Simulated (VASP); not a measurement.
Here is a VASP 6.6.1 calculation.

The input INCAR:

```
SYSTEM = IrRu2
PREC = Accurate
ENCUT = 520
EDIFF = 1E-6
ISMEAR = 0
SIGMA = 0.1
LREAL = .False.
LASPH = .True.
NELM = 80
ALGO = Normal
ISIF = 2
LWAVE = .False.
LCHARG = .False.
GGA = PE
NBANDS = 46
```

KPOINTS

```
Automatic mesh
0
Gamma
  4 4 4
  0 0 0
```

The input POSCAR:

```
IrRu2
1.0
    0.0000000000      3.4111704591      3.4111704591
    3.4111704591      0.0000000000      3.4111704591
    3.4111704591      3.4111704591      0.0000000000
Ru Ir
4 2
Direct
    0.6250000000      0.6250000000      0.6250000000
    0.1250000000      0.6250000000      0.6250000000
    0.6250000000      0.6250000000      0.1250000000
    0.6250000000      0.1250000000      0.6250000000
    0.0000000000      0.0000000000      0.0000000000
    0.2500000000      0.2500000000      0.2500000000
```

Potentials or basis: VASP PAW PBE potentials, release 64 (Ru_pv, Ir).

The run is started by

```sh
$ cat potpaw_PBE.64/Ru_pv/POTCAR potpaw_PBE.64/Ir/POTCAR > POTCAR
$ mpirun -np 1 vasp_std > vasp.out
```

(1) What does it give for the pressure?

(2) Predict the band gap on the k mesh.

Answers

(1) 39.5 GPa.

(2) zero (bands 37 and 38 overlap by 0.68 eV).

Caveat: the k points lie up to 0.40 Å⁻¹ apart, too coarse for converged energies and pressures of a metal; spin-orbit coupling is left out, which moves the levels of the heavy elements.
